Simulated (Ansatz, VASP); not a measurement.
# One calculation of HfO2, two programs

The input INCAR:

```
PREC = Accurate
ENCUT = 520
EDIFF = 1E-6
ISMEAR = 0
SIGMA = 0.05
LREAL = False
LASPH = True
NELM = 80
ALGO = Normal
ISIF = 2
LWAVE = False
LCHARG = False
GGA = PE
NBANDS = 31
```

The input KPOINTS:

```
Automatic mesh
0
Gamma
  6 6 8
```

The input POSCAR:

```
HfO2
1.0
    4.9627313517      0.0000000000      0.0000000000
    0.0000000000      4.9627313517      0.0000000000
    0.0000000000      0.0000000000      3.2919623722
Hf O
2 4
Direct
    0.0000000000      0.0000000000     -0.0417864770
    0.5000000000      0.5000000000      0.5417864770
    0.1948161092      0.8051838908      0.4865900157
    0.3051838908      0.3051838908      0.0134099843
    0.6948161092      0.6948161092      0.0134099843
    0.8051838908      0.1948161092      0.4865900157
```

Input for Ansatz:

```yaml
crystal:
  lattice:
    - [4.9627313517, 0.0, 0.0]
    - [0.0, 4.9627313517, 0.0]
    - [0.0, 0.0, 3.2919623722]
  atoms:
    - { symbol: Hf, position: [0.0, 0.0, -0.041786477] }
    - { symbol: Hf, position: [0.5, 0.5, 0.541786477] }
    - { symbol: O, position: [0.1948161092, 0.8051838908, 0.4865900157] }
    - { symbol: O, position: [0.3051838908, 0.3051838908, 0.0134099843] }
    - { symbol: O, position: [0.6948161092, 0.6948161092, 0.0134099843] }
    - { symbol: O, position: [0.8051838908, 0.1948161092, 0.4865900157] }
basis:
  ecutwfc: 520.0
kpoints:
  mp_grid: { grid: [6, 6, 8] }
hamiltonian:
  xc: pbe
  pseudopotentials: { kind: paw, azcp: { folder: soft_1 } }
scf:
  occupations: { method: gaussian, width: 0.05 }
output:
  forces: true
  stress: true
  eigenvalues: true
  write_density: true
  write_potential: true
  elf: true
  volumetric_format: npy
```

Change from the starting cell: mode 4 frozen in at -0.135 Å, equal normal strain along x, y and z +0.0167.

Alike in both runs: task single point; functional PBE; k mesh 6 × 6 × 8; occupations gaussian, width 0.05 eV; no spin polarisation.

|  | VASP | Ansatz |
| --- | --- | --- |
| version | VASP 6.6.1 | Ansatz 0.2.0 |
| potentials or method | VASP PAW PBE potentials, release 64 (Hf_pv, O), cutoff 520 eV | scalar-relativistic, plane waves, PAW |
| valence electrons in the cell | 44 | 76 |

|  | VASP | Ansatz | Ansatz less VASP |
| --- | --- | --- | --- |
| gap on the k mesh at the Fermi level (eV) | 3.76 | 3.82 | +0.060 |
| least direct gap on the mesh (eV) | 3.76 | 3.82 | +0.060 |
| pressure (GPa) | -11.5 | -9.0 | +2.50 |
| traceless stress, the component that is largest in VASP (GPa) | -1.77 | -1.30 | +0.464 |
| rms of the force components (eV/Å) | 0.208 | 0.203 | -0.0049 |

Atom by atom the forces differ by 0.029 eV/Å (rms over components). VASP's potentials hold 44 valence electrons a cell and Ansatz's 76, so a difference there can come from the potentials and not from the codes.

Spin-orbit coupling is off throughout.
